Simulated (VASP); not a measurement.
Crystal: CoSi.

```xyz
8
Lattice="4.4380 0.0000 0.0000 0.0000 4.4380 0.0000 0.0000 0.0000 4.4380" Properties=species:S:1:pos:R:3 pbc="T T T"
Co    0.6213    0.6213    0.6213
Co    1.5977    3.8167    2.8403
Co    2.8403    1.5977    3.8167
Co    3.8167    2.8403    1.5977
Si    3.7412    3.7412    3.7412
Si    2.9158    0.6968    1.5222
Si    1.5222    2.9158    0.6968
Si    0.6968    1.5222    2.9158
```

| Quantity | Value |
| --- | --- |
| Program | VASP 6.6.1 |
| Task | relaxation of cell and atoms |
| Functional | PBE |
| Potentials or basis | VASP PAW PBE potentials, release 64 (Co, Si) |
| Cutoff | 600 eV |
| k mesh | 8 × 8 × 8 |
| Occupations | gaussian, width 0.1 eV |
| Spin | no spin polarisation |

At the start: pressure -0.4 GPa; volume 10.93 Å³/atom.

Task: Where does the relaxation end?

Result: Over 7 steps the energy falls by 2.8 meV/atom and the volume is 10.86 Å³/atom (-0.6 %); space group P2_13 (No. 198, to 0.1 Å) before and after.

Step by step:
```csv
step,energy change (eV),largest force (eV/Å),pressure (GPa),volume (Å³)
1,0.0000,0.2714,-0.41,87.41
2,-0.0123,0.1871,0.19,87.06
3,-0.0191,0.0794,1.14,86.56
4,-0.0181,0.0603,-1.66,87.55
5,-0.0217,0.0540,-0.15,87.00
6,-0.0222,0.0120,-0.01,86.93
7,-0.0222,0.0027,0.02,86.91
```

Final structure:
```
Co Si
1.0
     4.42953    0.00000    0.00000
     0.00000    4.42953    0.00000
     0.00000    0.00000    4.42953
Co Si
4 4
Direct
  0.14511 0.14511 0.14511
  0.35489 0.85489 0.64511
  0.64511 0.35489 0.85489
  0.85489 0.64511 0.35489
  0.84318 0.84318 0.84318
  0.65682 0.15682 0.34318
  0.34318 0.65682 0.15682
  0.15682 0.34318 0.65682
```

Caveat: the run has no spin polarisation, though such a crystal can be magnetic.
